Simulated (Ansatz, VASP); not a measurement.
## BN in VASP and in Ansatz

INCAR

```
PREC = Accurate ; ENCUT = 520
EDIFF = 1E-7 ; ISMEAR = -1
SIGMA = 0.05 ; LREAL = F
LASPH = T ; NELM = 80
ALGO = Normal ; ISIF = 2
LWAVE = F ; LCHARG = T
GGA = PS ; LELF = T
LVHAR = T ; NBANDS = 11
```

File KPOINTS:

```
regular mesh
0
Gamma
  13 13 13
```

Contents of POSCAR:

```
BN
1.0
    0.0000000000      1.8008328414      1.8008328414
    1.8008328414      0.0000000000      1.8008328414
    1.8008328414      1.8008328414      0.0000000000
N B
1 1
Direct
    0.2500000000      0.2500000000      0.2500000000
    0.0000000000      0.0000000000      0.0000000000
```

The input input.yaml:

```yaml
crystal:
  lattice:
    - [0.0, 1.8008328414, 1.8008328414]
    - [1.8008328414, 0.0, 1.8008328414]
    - [1.8008328414, 1.8008328414, 0.0]
  atoms:
    - { symbol: "N", position: [0.25, 0.25, 0.25] }
    - { symbol: B, position: [0.0, 0.0, 0.0] }
kpoints:
  mp_grid: { grid: [13, 13, 13] }
scf:
  occupations: { method: fermi_dirac, width: 0.05 }
hamiltonian:
  xc: pbesol
  pseudopotentials: { kind: all_electron, lapw: { basis_error: 0.001 } }
output:
  forces: true
  stress: true
  eigenvalues: true
```

Change from the starting cell: volume scaled by 0.98.

Alike in both runs: task single point; functional PBEsol; k mesh 13 × 13 × 13; occupations fermi-dirac, width 0.05 eV; no spin polarisation.

|  | VASP | Ansatz |
| --- | --- | --- |
| version | VASP 6.6.1 | Ansatz 0.2.0 |
| potentials or method | VASP PAW PBE potentials, release 64 (N, B), cutoff 520 eV | all-electron LAPW, scalar-relativistic |

VASP gave:

| Property | Result |
| --- | --- |
| gap on the k mesh at the Fermi level (eV) | 4.37 |
| least direct gap on the mesh (eV) | 8.81 |
| pressure (GPa) | 1.9 |

**Question.** Which values does Ansatz return?

**Answer.** gap on the k mesh at the Fermi level (eV): 4.37; least direct gap on the mesh (eV): 8.82; pressure (GPa): 1.3.

VASP's potentials were made for PBE, not for PBEsol. Ansatz ran all-electron here, and VASP with PAW potentials.
